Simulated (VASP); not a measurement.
Input of a VASP 6.6.1 run:

File POSCAR:

```
Al3Cu
1.0
    2.7784054294      0.0000000000      0.0000000000
    0.0000000000      2.7784054294      0.0000000000
    0.0000000000      0.0000000000      7.5134034100
Al Cu
3 1
Direct
    0.0000000000      0.0000000000      0.5000000000
    0.5000000000      0.5000000000      0.2261155100
    0.5000000000      0.5000000000      0.7738844900
    0.0000000000      0.0000000000      0.0000000000
```

INCAR.step1

```
PREC = Accurate
ENCUT = 520
ISMEAR = 0
SIGMA = 0.1
LREAL = False
LASPH = True
NELM = 100
NBANDS = 18
GGA = PE
ALGO = Normal
EDIFF = 1E-4
LWAVE = True
LCHARG = False
```

File INCAR.step2:

```
PREC = Accurate
ENCUT = 520
EDIFF = 1E-7
ISMEAR = 0
SIGMA = 0.1
LREAL = False
LASPH = True
NELM = 100
ALGO = Normal
ISIF = 2
LWAVE = False
LCHARG = True
METAGGA = R2SCAN
LMIXTAU = True
LELF = True
LVHAR = True
NBANDS = 18
ISTART = 1
```

Contents of KPOINTS:

```
regular mesh
0
Gamma
  4 4 1
```

Potentials or basis: VASP PAW PBE potentials, release 64 (Al, Cu).

Command:

```sh
$ cat potpaw_PBE.64/Al/POTCAR potpaw_PBE.64/Cu/POTCAR > POTCAR
$ cp INCAR.step1 INCAR
$ mpirun -np 1 vasp_std > vasp.out
$ cp INCAR.step2 INCAR
$ mpirun -np 1 vasp_std > vasp.out
```

Predict the pressure.

0.9 GPa.

Estimate the largest force.

0.386 eV/Å.

Predict the band gap on the k mesh.

zero (bands 10 and 11 overlap by 2.89 eV).

Stress tensor (GPa, compression positive):
```
  7.01   0.00   0.00
  0.00   7.01   0.00
  0.00   0.00 -11.36
```

Caveat: the k points lie up to 0.84 Å⁻¹ apart, too coarse for converged energies and pressures of a metal; the PAW data sets were made with another functional, which shifts forces and pressure a little.
